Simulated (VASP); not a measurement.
Wanted: the native input for a VASP 6.6.1 run.

| Item | Value |
| --- | --- |
| Task | single point |
| Functional | PBE |
| Potentials or basis | VASP PAW PBE potentials, release 64 (Na_pv, H) |
| Cutoff | 520 eV |
| k mesh | 8 × 8 × 8 |
| Occupations | gaussian, width 0.05 eV |
| Spin | no spin polarisation |
| Dipole correction | no |
| Further INCAR settings | ALGO = Normal; EDIFF = 1e-06; NBANDS = 11 |

The structure of NaH lies in POSCAR:

```
NaH
1.0
    0.0000000000      2.5620000000      2.4400000000
    2.5620000000      0.0000000000      2.4400000000
    2.5620000000      2.5620000000      0.0000000000
Na H
1 1
Direct
    0.0000000000      0.0000000000      0.0000000000
    0.5000000000      0.5000000000      0.5000000000
```

This cell differs from its parent crystal: strain +0.050 along x and y, +0.000 along z.

The input as run:

INCAR

```
SYSTEM = NaH
  PREC = Accurate
  ENCUT = 520
  EDIFF = 1E-6
  ISMEAR = 0
  SIGMA = 0.05
  LREAL = .FALSE.
  LASPH = .TRUE.
  NELM = 80
  ALGO = Normal
  ISIF = 2
  LWAVE = .FALSE.
  LCHARG = .TRUE.
  GGA = PE
  LELF = .TRUE.
  LVHAR = .TRUE.
  NBANDS = 11
```

KPOINTS

```
Automatic mesh
0
G
  8 8 8
  0 0 0
```

Potentials or basis: VASP PAW PBE potentials, release 64 (Na_pv, H).

Run with:

```sh
$ cat potpaw_PBE.64/Na_pv/POTCAR potpaw_PBE.64/H/POTCAR > POTCAR
$ mpirun -np 1 vasp_std > vasp.out
```

It gave:

The pressure is -2.3 GPa and the band gap on the k mesh is 3.53 eV, indirect (least direct gap 4.35 eV).

Caveat: the cell differs from its parent crystal (strain +0.050 along x and y, +0.000 along z).

Run time: 9.1 s on 1 thread of Intel(R) Xeon(R) 6975P-C (Granite Rapids), with other jobs on the host, peak memory 0.15 GiB.
